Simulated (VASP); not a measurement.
# NaI (Fm-3m) in VASP: a series of runs, part 2 of 2

VASP 6.6.1. Earlier steps stand in the parts before.

### Step 4. Single point, HSE06

This run uses another cell than the first one, of 33.22 Å³/atom.

POSCAR

```
NaI
1.0
    0.0000000000      3.2146785402      3.2146785402
    3.2146785402      0.0000000000      3.2146785402
    3.2146785402      3.2146785402      0.0000000000
I Na
1 1
Direct
    0.5000000000      0.5000000000      0.5000000000
    0.0000000000      0.0000000000      0.0000000000
```

INCAR.step1

```
PREC = Accurate
ENCUT = 520
EDIFF = 1E-5
ISMEAR = -1
SIGMA = 0.05
LREAL = False
LASPH = True
NELM = 60
ALGO = Normal
ISIF = 2
LWAVE = True
GGA = PE
NBANDS = 14
```

INCAR.step2

```
PREC = Accurate
ENCUT = 520
EDIFF = 1E-6
ISMEAR = -1
SIGMA = 0.05
LREAL = False
LASPH = True
NELM = 60
ALGO = Normal
ISIF = 2
LWAVE = False
LCHARG = True
GGA = PE
LHFCALC = True
HFSCREEN = 0.2079
PRECFOCK = Normal
LELF = True
LVHAR = True
ISTART = 1
NBANDS = 14
```

KPOINTS

```
regular mesh
0
Gamma
  4 4 4
```

Potentials or basis: VASP PAW PBE potentials, release 64 (I, Na_pv).

Command:

```sh
> cat potpaw_PBE.64/I/POTCAR potpaw_PBE.64/Na_pv/POTCAR > POTCAR
> cp INCAR.step1 INCAR
> mpirun -np 1 vasp_std > vasp.out
> cp INCAR.step2 INCAR
> mpirun -np 1 vasp_std > vasp.out
```

OUTCAR:

```text
PREC = Accurate
   ENCUT = 520
   EDIFF = 1E-6
   ISMEAR = -1
   LREAL = False
   LASPH = True
   NELM = 60
   ISIF = 2
   GGA = PE
   LHFCALC = True
   HFSCREEN = 0.2079
   PRECFOCK = Normal
   ISTART = 1

 ion  position               nearest neighbor table
   1  0.500  0.500  0.500-
   2  0.000  0.000  0.000-

  LATTYP: Found a face centered cubic cell.
 ALAT       =     6.4293570804

  Lattice vectors:

 A1 = (   0.0000000000,   3.2146785402,   3.2146785402)
 A2 = (   3.2146785402,   0.0000000000,   3.2146785402)
 A3 = (   3.2146785402,   3.2146785402,   0.0000000000)

Analysis of symmetry for initial positions (statically):
=====================================================================
 Subroutine PRICEL returns:
 Original cell was already a primitive cell.

 Routine SETGRP: Setting up the symmetry group for a
 face centered cubic supercell.

 Subroutine GETGRP returns: Found 48 space group operations
 (whereof 48 operations were pure point group operations)
 out of a pool of 48 trial point group operations.

The static configuration has the point symmetry O_h .

Analysis of symmetry for dynamics (positions and initial velocities):
=====================================================================
 Subroutine PRICEL returns:
 Original cell was already a primitive cell.

 Routine SETGRP: Setting up the symmetry group for a
 face centered cubic supercell.

 Subroutine GETGRP returns: Found 48 space group operations
 (whereof 48 operations were pure point group operations)
 out of a pool of 48 trial point group operations.

The dynamic configuration has the point symmetry O_h .

 Subroutine INISYM returns: Found 48 space group operations
 (whereof 48 operations are pure point group operations),
 and found     1 'primitive' translations

[... 109 lines left out ...]
   AEXX    =    0.2500 exact exchange contribution
   HFSCREEN=    0.2079 screening length (either q_TF or 0.3 A-1)
   HFSCREENC=   0.2079 screening length for correlation (either q_TF or 0.3 A-1)
   ENCUTFOCK=  -1.0 apply spherical cutoff to Coloumb kernel
   IVDW    =     0    specifies the selected vdW correction
   LEPSILON=     F    determine dielectric tensor
   LRPA    =     F    only Hartree local field effects (RPA)
 non-spin polarized calculation
  energy-cutoff  :      520.00
  volume of cell :       66.44
 maximum number of plane-waves:      1812
 NGX is ok and might be reduce to    36
  NGX = 28; NGY = 28; NGZ = 28

 number of electron      13.9999997 magnetization

 Free energy of the ion-electron system (eV)
  ---------------------------------------------------
  ext. energy  EPLUGINS =         0.00000000
  ---------------------------------------------------
  free energy    TOTEN  =        -6.25298864 eV

  energy without entropy =       -6.25298864  energy(sigma->0) =       -6.25298864

 E-fermi :   1.3969     XC(G=0):  -6.5232

 val. band max:        0.2380145082   @ k =   0.0000   0.0000   0.0000
 cond. band min:       4.9497459149   @ k =   0.0000   0.0000   0.0000
 fundamental gap:      4.7117314067
 Fermi energy:         1.3968538537

 k-point     1 :       0.0000    0.0000    0.0000
  band No.  band energies     occupation
      1     -24.5339      2.00000
      2     -24.5339      2.00000
      3     -24.5339      2.00000
      4     -11.7802      2.00000
      5       0.2380      2.00000
      6       0.2380      2.00000
      7       0.2380      2.00000
      8       4.9497      0.00000
      9       9.2503      0.00000
     10       9.2503      0.00000
     11       9.2503      0.00000
     12      11.2250      0.00000
     13      11.2250      0.00000
     14      11.7899      0.00000
[... 105 lines left out ...]
      1     -24.5370      2.00000
      2     -24.5370      2.00000
      3     -24.5358      2.00000
      4     -11.2979      2.00000
      5      -1.3251      2.00000
      6      -1.3251      2.00000
      7      -0.7785      2.00000
      8       7.1997      0.00000
      9       8.8003      0.00000
     10       8.8003      0.00000
     11       9.3473      0.00000
     12      13.6524      0.00000
     13      13.6524      0.00000
     14      14.4168      0.00000

------------------------ aborting loop because EDIFF is reached ----------------------------------------

  FORCE on cell =-STRESS in cart. coord.  units (eV):
  Direction    XX          YY          ZZ          XY          YZ          ZX
  --------------------------------------------------------------------------------------
  -------------------------------------------------------------------------------------
  Total        0.2145151      0.2145151      0.2145151      0.0000000      0.0000000      0.0000000
  in kB        5.1728019      5.1728019      5.1728019      0.0000000      0.0000000      0.0000000
  external PRESSURE =       5.1728019 kB  Pullay stress =       0.0000000 kB

 VOLUME and BASIS-vectors are now :
 -----------------------------------------------------------------------------
  energy-cutoff  :      520.00
  volume of cell :       66.44
      direct lattice vectors                 reciprocal lattice vectors
     0.000000000  3.214678540  3.214678540    -0.155536547  0.155536547  0.155536547
     3.214678540  0.000000000  3.214678540     0.155536547 -0.155536547  0.155536547
     3.214678540  3.214678540  0.000000000     0.155536547  0.155536547 -0.155536547

 POSITION                                       TOTAL-FORCE (eV/Angst)
 -----------------------------------------------------------------------------------
      3.21468      3.21468      3.21468        -0.000000      0.000000     -0.000000
      0.00000      0.00000      0.00000         0.000000      0.000000      0.000000
 -----------------------------------------------------------------------------------
    total drift:                                0.000000      0.000001      0.000001

  FREE ENERGIE OF THE ION-ELECTRON SYSTEM (eV)
  ---------------------------------------------------
  free  energy   TOTEN  =        -6.2529886421 eV

  energy  without entropy=       -6.2529886421  energy(sigma->0) =       -6.25298864
```

Run time: 4.1 min. Hardware: 1 thread of AMD EPYC 9R45 (Zen 5), shared host; peak memory 0.28 GiB.

Results:

```yaml
Free_energy: -6.2530 eV
Pressure: 0.5 GPa
Band_gap_on_the_k_mesh: 4.71 eV
```

Caveat: the k points lie up to 0.42 Å⁻¹ apart; the PAW data sets were made with another functional, which shifts forces and pressure a little; spin-orbit coupling is left out, which moves the levels of the heavy elements.

### Step 5. Single point, HSE06

This run uses another cell than the first one, of 34.58 Å³/atom.

POSCAR

```
NaI
1.0
    0.0000000000      3.2578337372      3.2578337372
    3.2578337372      0.0000000000      3.2578337372
    3.2578337372      3.2578337372      0.0000000000
I Na
1 1
Direct
    0.5000000000      0.5000000000      0.5000000000
    0.0000000000      0.0000000000      0.0000000000
```

INCAR.step1

```
ALGO = Normal ; EDIFF = 1E-5
ENCUT = 520 ; GGA = PE
ISIF = 2 ; ISMEAR = -1
LASPH = T ; LCHARG = F
LREAL = F ; LWAVE = T
NBANDS = 14 ; NELM = 60
PREC = Accurate ; SIGMA = 0.05
```

INCAR.step2

```
ALGO = Normal ; EDIFF = 1E-6
ENCUT = 520 ; GGA = PE
HFSCREEN = 0.2079 ; ISIF = 2
ISMEAR = -1 ; ISTART = 1
LASPH = T ; LCHARG = F
LHFCALC = T ; LREAL = F
LWAVE = F ; NBANDS = 14
NELM = 60 ; PREC = Accurate
PRECFOCK = Normal ; SIGMA = 0.05
```

KPOINTS

```
k-points
0
Gamma
  4 4 4
```

Potentials or basis: VASP PAW PBE potentials, release 64 (I, Na_pv).

Command:

```sh
> cat potpaw_PBE.64/I/POTCAR potpaw_PBE.64/Na_pv/POTCAR > POTCAR
> cp INCAR.step1 INCAR
> mpirun -np 1 vasp_std > vasp.out
> cp INCAR.step2 INCAR
> mpirun -np 1 vasp_std > vasp.out
```

OUTCAR:

```text
EDIFF = 1E-6
   ENCUT = 520
   GGA = PE
   HFSCREEN = 0.2079
   ISIF = 2
   ISMEAR = -1
   ISTART = 1
   LASPH = T
   LHFCALC = T
   LREAL = F
   NELM = 60
   PREC = Accurate
   PRECFOCK = Normal

 ion  position               nearest neighbor table
   1  0.500  0.500  0.500-
   2  0.000  0.000  0.000-

  LATTYP: Found a face centered cubic cell.
 ALAT       =     6.5156674744

  Lattice vectors:

 A1 = (   0.0000000000,   3.2578337372,   3.2578337372)
 A2 = (   3.2578337372,   0.0000000000,   3.2578337372)
 A3 = (   3.2578337372,   3.2578337372,   0.0000000000)

Analysis of symmetry for initial positions (statically):
=====================================================================
 Subroutine PRICEL returns:
 Original cell was already a primitive cell.

 Routine SETGRP: Setting up the symmetry group for a
 face centered cubic supercell.

 Subroutine GETGRP returns: Found 48 space group operations
 (whereof 48 operations were pure point group operations)
[... 163 lines left out ...]
  band No.  band energies     occupation
      1     -24.8602      2.00000
      2     -24.8601      2.00000
      3     -24.8601      2.00000
      4     -11.9456      2.00000
      5      -0.0396      2.00000
      6      -0.0396      2.00000
      7      -0.0396      2.00000
      8       4.5583      0.00000
      9       8.9667      0.00000
     10       8.9667      0.00000
     11       8.9667      0.00000
     12      10.8732      0.00000
     13      10.8732      0.00000
     14      11.4683      0.00000
[... 105 lines left out ...]
      1     -24.8627      2.00000
      2     -24.8627      2.00000
      3     -24.8616      2.00000
      4     -11.5170      2.00000
      5      -1.4928      2.00000
      6      -1.4928      2.00000
      7      -0.9825      2.00000
      8       6.8236      0.00000
      9       8.4655      0.00000
     10       8.4655      0.00000
     11       8.9616      0.00000
     12      13.1307      0.00000
     13      13.1307      0.00000
     14      13.8869      0.00000

------------------------ aborting loop because EDIFF is reached ----------------------------------------

  FORCE on cell =-STRESS in cart. coord.  units (eV):
  Direction    XX          YY          ZZ          XY          YZ          ZX
  --------------------------------------------------------------------------------------
  -------------------------------------------------------------------------------------
  Total       -0.0641971     -0.0641971     -0.0641971      0.0000000     -0.0000000      0.0000000
  in kB       -1.4873377     -1.4873377     -1.4873377      0.0000000     -0.0000000      0.0000000
  external PRESSURE =      -1.4873377 kB  Pullay stress =       0.0000000 kB

 VOLUME and BASIS-vectors are now :
 -----------------------------------------------------------------------------
  energy-cutoff  :      520.00
  volume of cell :       69.15
      direct lattice vectors                 reciprocal lattice vectors
     0.000000000  3.257833737  3.257833737    -0.153476218  0.153476218  0.153476218
     3.257833737  0.000000000  3.257833737     0.153476218 -0.153476218  0.153476218
     3.257833737  3.257833737  0.000000000     0.153476218  0.153476218 -0.153476218

 POSITION                                       TOTAL-FORCE (eV/Angst)
 -----------------------------------------------------------------------------------
      3.25783      3.25783      3.25783        -0.000000     -0.000000     -0.000000
      0.00000      0.00000      0.00000         0.000000      0.000000      0.000000
 -----------------------------------------------------------------------------------
    total drift:                                0.000000      0.000001      0.000001

  FREE ENERGIE OF THE ION-ELECTRON SYSTEM (eV)
  ---------------------------------------------------
  free  energy   TOTEN  =        -6.2560610252 eV

  energy  without entropy=       -6.2560610252  energy(sigma->0) =       -6.25606103
```

OSZICAR.step1:

```text
N       E                     dE             d eps       ncg     rms          rms(c)
DAV:   1     0.909093183927E+02    0.90909E+02   -0.65303E+03   224   0.890E+02
DAV:   2     0.952415221718E+00   -0.89957E+02   -0.83138E+02   232   0.235E+02
DAV:   3    -0.529171566313E+01   -0.62441E+01   -0.62045E+01   290   0.612E+01
DAV:   4    -0.544830158989E+01   -0.15659E+00   -0.15653E+00   266   0.102E+01
DAV:   5    -0.545375572840E+01   -0.54541E-02   -0.54541E-02   298   0.186E+00    0.162E+00
DAV:   6    -0.538921430847E+01    0.64541E-01   -0.74418E-02   272   0.157E+00    0.109E+00
DAV:   7    -0.537994116002E+01    0.92731E-02   -0.67768E-02   260   0.134E+00    0.614E-01
DAV:   8    -0.538217368769E+01   -0.22325E-02   -0.55529E-03   248   0.589E-01    0.174E-01
DAV:   9    -0.538213769256E+01    0.35995E-04   -0.20250E-04   278   0.124E-01    0.438E-02
DAV:  10    -0.538215267238E+01   -0.14980E-04   -0.39264E-05   278   0.625E-02    0.994E-03
DAV:  11    -0.538215348470E+01   -0.81232E-06   -0.40760E-06   234   0.211E-02
   1 F= -.53821535E+01 E0= -.53821535E+01  d E =-.698771E-10
```

Wall time 3.6 min (1 thread of AMD EPYC 9R45 (Zen 5), shared host); peak memory 0.28 GiB.

What came out:

```yaml
Free_energy: -6.2561 eV
Pressure: -0.1 GPa
Band_gap_on_the_k_mesh: 4.60 eV
```

Caveat: the PAW data sets were made with another functional, which shifts forces and pressure a little; spin-orbit coupling is left out, which moves the levels of the heavy elements.

### Step 6. Overview

| cell | gap on the mesh (eV) | pressure (GPa) |
| --- | --- | --- |
| a = 4.484 Å, angles 60.0°, 2 atoms | 4.84 | 1.4 |
| a = 4.515 Å, angles 60.0°, 2 atoms | 4.77 | 0.9 |
| a = 4.546 Å, angles 60.0°, 2 atoms | 4.71 | 0.5 |
| a = 4.607 Å, angles 60.0°, 2 atoms | 4.60 | -0.1 |

Alike in all rows: task single point; level HSE06; potentials or basis VASP PAW PBE potentials, release 64 (I, Na_pv); no spin polarisation; k mesh 4 × 4 × 4; cutoff (eV) 520; smearing fermi-dirac 0.05 eV.

Caveats: some runs use coarse meshes; the PAW data sets were made with another functional, which shifts forces and pressure a little; spin-orbit coupling is left out, which moves the levels of the heavy elements.

Absolute energies hang on the potentials; compare differences alone.
